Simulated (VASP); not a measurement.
# PbO (P4/nmm) in VASP: further runs, part 2 of 2

VASP 6.6.1. The steps go on from the part before.

### Step 4. Single point, r2SCAN (strained)

The input, POSCAR:

```
PbO
1.0
    4.1251092480      0.0000000000      0.0000000000
    0.0000000000      4.1251092480      0.0000000000
    0.0000000000      0.0000000000      5.2124342400
Pb O
2 2
Direct
    0.0000000000      0.5000000000      0.2351000000
    0.5000000000      0.0000000000      0.7649000000
    0.0000000000      0.0000000000      0.0000000000
    0.5000000000      0.5000000000      0.0000000000
```

The input, INCAR.step1:

```
SYSTEM = PbO
ALGO = Normal
EDIFF = 1E-4
ENCUT = 520
GGA = PE
ISMEAR = 0
LASPH = .True.
LCHARG = .False.
LREAL = .False.
LWAVE = .True.
NBANDS = 28
NELM = 60
PREC = Accurate
SIGMA = 0.02
```

The input, INCAR.step2:

```
SYSTEM = PbO
ALGO = Normal
EDIFF = 1E-7
ENCUT = 520
ISIF = 2
ISMEAR = 0
ISTART = 1
LASPH = .True.
LCHARG = .True.
LELF = .True.
LMIXTAU = .True.
LREAL = .False.
LVHAR = .True.
LWAVE = .False.
METAGGA = R2SCAN
NBANDS = 28
NELM = 60
PREC = Accurate
SIGMA = 0.02
```

The input, KPOINTS:

```
k-points
0
Gamma
  8 8 6
  0 0 0
```

Potentials or basis: VASP PAW PBE potentials, release 64 (Pb_d, O).

On the command line:

```bash
$ cat potpaw_PBE.64/Pb_d/POTCAR potpaw_PBE.64/O/POTCAR > POTCAR
$ cp INCAR.step1 INCAR
$ mpirun -np 1 vasp_std > vasp.out
$ cp INCAR.step2 INCAR
$ mpirun -np 1 vasp_std > vasp.out
```

OUTCAR:

```text
SYSTEM = PbO
   EDIFF = 1E-7
   ENCUT = 520
   ISIF = 2
   ISMEAR = 0
   ISTART = 1
   LASPH = .True.
   LREAL = .False.
   METAGGA = R2SCAN
   NELM = 60
   PREC = Accurate

 ion  position               nearest neighbor table
   1  0.000  0.500  0.235-   3 2.40   4 2.40   3 2.40   4 2.40   2 3.81   2 3.81   2 3.81   2 3.81
                             2 4.02   2 4.02   2 4.02   2 4.02
   2  0.500  0.000  0.765-   3 2.40   4 2.40   4 2.40   3 2.40   1 3.81   1 3.81   1 3.81   1 3.81
                             1 4.02   1 4.02   1 4.02   1 4.02
   3  0.000  0.000  0.000-   1 2.40   2 2.40   1 2.40   2 2.40
   4  0.500  0.500  0.000-   1 2.40   2 2.40   2 2.40   1 2.40

  LATTYP: Found a simple tetragonal cell.
 ALAT       =     4.1251092480
 C/A-ratio  =     1.2635869565

  Lattice vectors:

 A1 = (   4.1251092480,   0.0000000000,   0.0000000000)
 A2 = (   0.0000000000,   4.1251092480,   0.0000000000)
 A3 = (   0.0000000000,   0.0000000000,   5.2124342400)

Analysis of symmetry for initial positions (statically):
[... 174 lines left out ...]
  ext. energy  EPLUGINS =         0.00000000
  ---------------------------------------------------
  free energy    TOTEN  =      -129.36516434 eV

  energy without entropy =     -129.36516434  energy(sigma->0) =     -129.36516434

 E-fermi :   3.7704     XC(G=0):  -9.8656

 val. band max:        3.6405571425   @ k =   0.0000   0.0000   0.0000
 cond. band min:       5.3400054982   @ k =   0.5000   0.5000   0.0000
 fundamental gap:      1.6994483557
 Fermi energy:         3.7704073222

 k-point     1 :       0.0000    0.0000    0.0000
  band No.  band energies     occupation
      1     -14.7969      2.00000
      2     -14.4168      2.00000
      3     -12.7055      2.00000
      4     -12.7055      2.00000
      5     -12.6641      2.00000
      6     -12.6434      2.00000
[... 733 lines left out ...]
     27      13.3194      0.00000
     28      13.3194      0.00000

 [... further k-points ...]
[... 5 lines left out ...]
  --------------------------------------------------------------------------------------
  -------------------------------------------------------------------------------------
  Total       -3.5900681     -3.5900681     -2.9803846      0.0000000      0.0000000      0.0000000
  in kB      -64.8487744    -64.8487744    -53.8358277      0.0000000      0.0000000      0.0000000
  external PRESSURE =     -61.1777922 kB  Pullay stress =       0.0000000 kB

 VOLUME and BASIS-vectors are now :
 -----------------------------------------------------------------------------
  energy-cutoff  :      520.00
  volume of cell :       88.70
      direct lattice vectors                 reciprocal lattice vectors
     4.125109248  0.000000000  0.000000000     0.242417822  0.000000000  0.000000000
     0.000000000  4.125109248  0.000000000     0.000000000  0.242417822  0.000000000
     0.000000000  0.000000000  5.212434240     0.000000000  0.000000000  0.191848943

 POSITION                                       TOTAL-FORCE (eV/Angst)
 -----------------------------------------------------------------------------------
      0.00000      2.06255      1.22544        -0.000000      0.000000     -1.193536
      2.06255      0.00000      3.98699         0.000000      0.000000      1.193536
      0.00000      0.00000      0.00000        -0.000000     -0.000000      0.000000
      2.06255      2.06255      0.00000        -0.000000      0.000000      0.000000
 -----------------------------------------------------------------------------------
    total drift:                                0.000000     -0.000000     -0.000000

  FREE ENERGIE OF THE ION-ELECTRON SYSTEM (eV)
  ---------------------------------------------------
  free  energy   TOTEN  =      -129.3651643354 eV

  energy  without entropy=     -129.3651643354  energy(sigma->0) =     -129.36516434
```

Run time: 6.2 min. Hardware: 1 thread of Intel Xeon 8259CL, shared host; peak memory 0.29 GiB.

Results:

```yaml
Free_energy: -129.3652 eV
Pressure: -6.1 GPa
Largest_force: 1.194 eV/Å
Band_gap_on_the_k_mesh: 1.70 eV (least direct gap 2.37 eV)
```

Forces on the atoms (eV/Å):
```
Pb   0.000  0.000 -1.194
Pb   0.000  0.000  1.194
O    0.000  0.000  0.000
O    0.000  0.000  0.000
```

Levels at points of the mesh, in eV from the valence-band top:
```
           k point  band 18  band 19  band 20  band 21  band 22  band 23
(0.00, 0.00, 0.00)    -1.25    -1.25     0.00     2.57     5.65     5.83
(0.50, 0.00, 0.00)    -2.48    -1.31    -1.31     3.58     3.58     6.58
(0.50, 0.50, 0.00)    -1.55    -0.67    -0.67     1.70     1.70     5.55
(0.00, 0.00, 0.50)    -1.27    -1.27    -0.63     2.29     4.36     4.38
(0.50, 0.00, 0.50)    -2.45    -0.79    -0.79     3.29     3.29     6.45
(0.50, 0.50, 0.50)    -2.03    -0.67    -0.67     3.84     3.84     4.86
```

Caveat: the cell differs from its parent crystal (strained); the cell stands under tension; the PAW data sets were made with another functional, which shifts forces and pressure a little; spin-orbit coupling is left out, which moves the levels of the heavy elements.

### Step 5. Overview

| level | cell | gap on the mesh (eV) | pressure (GPa) | largest force (eV/Å) |
| --- | --- | --- | --- | --- |
| PBE | a = 3.889, b = 3.889, c = 5.065 Å, 4 atoms, atomic positions A | 1.36 | 19.6 | 3.78 |
| PBE | a = 3.925, b = 3.925, c = 5.411 Å, 4 atoms, atomic positions B | 0.40 | -5.0 | 2.86 |
| r2SCAN | a = 4.125, b = 4.125, c = 5.212 Å, 4 atoms, atomic positions C | 1.70 | -6.1 | 1.19 |

Alike in all rows: task single point; potentials or basis VASP PAW PBE potentials, release 64 (Pb_d, O); no spin polarisation; k mesh 8 × 8 × 6; cutoff (eV) 520; smearing gaussian 0.02 eV.

Caveats: spin-orbit coupling is left out, which moves the levels of the heavy elements; forces of over 1 eV/Å act on the atoms, so gaps and moduli don't describe the material at rest (at least some runs); the cell stands under pressure (at least some runs); the stress differs along the axes, from -13 to -1 GPa (at least some runs); the cell stands under tension (at least some runs); the PAW data sets were made with another functional, which shifts forces and pressure a little (at least some runs).

Total energies depend on the potentials used, so only differences within one code and one set of settings carry meaning.
